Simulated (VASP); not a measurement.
Ir:

```
CELL_PARAMETERS angstrom
0.00000 1.91560 1.91560
1.91560 0.00000 1.91560
1.91560 1.91560 0.00000
ATOMIC_POSITIONS crystal
Ir 0.00000 0.00000 0.00000
```

Base run:

- Program: VASP 6.6.1
- Functional: PBE
- Potentials or basis: VASP PAW PBE potentials, release 64 (Ir)
- Cutoff: 520 eV
- k mesh: 13 × 13 × 13
- Occupations: fermi-dirac, width 0.2 eV
- Spin: no spin polarisation

Its results: pressure 13.6 GPa.

Problem. After a change of settings the same cell gave: pressure 19.8 GPa. Which change was it?
A. occupations from fermi-dirac, width 0.2 eV to fermi-dirac, width 0.1 eV; further incar settings from ALGO = Normal; EDIFF = 1e-06; NBANDS = 10 to ALGO = Normal; EDIFF = 1e-07; NBANDS = 10
B. occupations from fermi-dirac, width 0.2 eV to fermi-dirac, width 0.3 eV
C. occupations from fermi-dirac, width 0.2 eV to fermi-dirac, width 0.5 eV

Solution. C.
